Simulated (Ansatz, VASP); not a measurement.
## Fe: VASP beside Ansatz

```xyz
1
Lattice="-1.3239 1.3239 1.4966 1.3239 -1.3239 1.4966 1.3239 1.3239 -1.4966" Properties=species:S:1:pos:R:3 pbc="T T T"
Fe    0.0000    0.0000    0.0000
```

Change from the starting cell: strain -0.080 along x and y, +0.040 along z, atoms carried along.

Alike in both runs: task single point; functional PBEsol; k mesh 24 × 24 × 24; occupations gaussian, width 0.15 eV; collinear spin.

|  | VASP | Ansatz |
| --- | --- | --- |
| version | VASP 6.6.1 | Ansatz 0.2.0 |
| potentials or method | VASP PAW PBE potentials, release 64 (Fe), cutoff 520 eV | scalar-relativistic, plane waves, PAW |
| valence electrons in the cell | 8 | 16 |

```tsv
	VASP	Ansatz	Ansatz less VASP
gap on the k mesh at the Fermi level (eV)	none	none	-
pressure (GPa)	8.7	8.8	+0.09
traceless stress, the component that is largest in VASP (GPa)	-10.10	-10.12	-0.021
net moment per atom (μB)	2.07	2.05	-0.016
size of the moment on the site where the two differ most (μB)	2.05	2.07	+0.025
```

VASP's potentials were made for PBE, not for PBEsol. Site moments also hang on the region over which each program counts them. A gap of «none» marks a metal or a gap that the smearing closes. With one functional, cell and mesh, what is left measures potentials, basis and numerics. VASP's potentials hold 8 valence electrons a cell and Ansatz's 16, so a difference there can come from the potentials and not from the codes.
